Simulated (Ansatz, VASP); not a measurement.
## CrO2 in VASP and in Ansatz

```
O Cr
1.0
     4.60515    0.00000   -0.00230
     0.00000    2.68080    0.00000
    -0.07544    0.00000   25.60555
O Cr
4 2
Direct
  0.09053 0.75000 0.45371
  0.90947 0.25000 0.54629
  0.58879 0.25000 0.46456
  0.41121 0.75000 0.53544
  0.78276 0.75000 0.50190
  0.21724 0.25000 0.49810
```

Alike in both runs: functional LDA; k mesh 8 × 14 × 2; occupations gaussian, width 0.1 eV; no spin polarisation.

Ansatz relaxed the structure, and its values are those at the end. VASP's run is a single point on that final structure, the one shown.

|  | VASP | Ansatz |
| --- | --- | --- |
| version | VASP 6.6.1 | Ansatz 0.2.0 |
| potentials or method | VASP PAW LDA potentials, release 64 (O, Cr_pv), cutoff 520 eV | scalar-relativistic, plane waves, PAW |
| valence electrons in the cell | 48 | 52 |

|  | VASP | Ansatz | Ansatz less VASP |
| --- | --- | --- | --- |
| gap on the k mesh at the Fermi level (eV) | none | none | - |
| rms of the force components (eV/Å) | 0.071 | 0.001 | -0.0698 |

LDA's correlation is that of Perdew and Zunger in VASP and of Perdew and Wang (1992) in Ansatz. A gap of «none» marks a metal or a gap that the smearing closes. VASP's potentials hold 48 valence electrons a cell and Ansatz's 52, so a difference there can come from the potentials and not from the codes.
